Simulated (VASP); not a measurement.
Crystal: Fe.

```
CELL_PARAMETERS angstrom
-1.37460 1.37460 1.37460
1.37460 -1.37460 1.37460
1.37460 1.37460 -1.37460
ATOMIC_POSITIONS crystal
Fe 0.00000 0.00000 0.00000
```

Base run:

```yaml
Program: VASP 6.6.1
Functional: LDA
Potentials_or_basis: VASP PAW LDA potentials, release 64 (Fe_sv)
Cutoff: 600 eV
k_mesh: 10 × 10 × 10
Occupations: fermi-dirac, width 0.05 eV
Spin: collinear spin, ferromagnetic start
Starting_moments: "[1.988] μB"
```

Its results: pressure -4.0 GPa; net moment 1.95 μB per cell; site moments Fe +1.91 μB.

Problem. The run is repeated on the same cell with these changes: k mesh from 10 × 10 × 10 to 3 × 3 × 3. What comes out?

Solution. Pressure 10.9 GPa; net moment 2.38 μB per cell; site moments Fe +2.31 μB.

Caveats: some runs use coarse meshes.
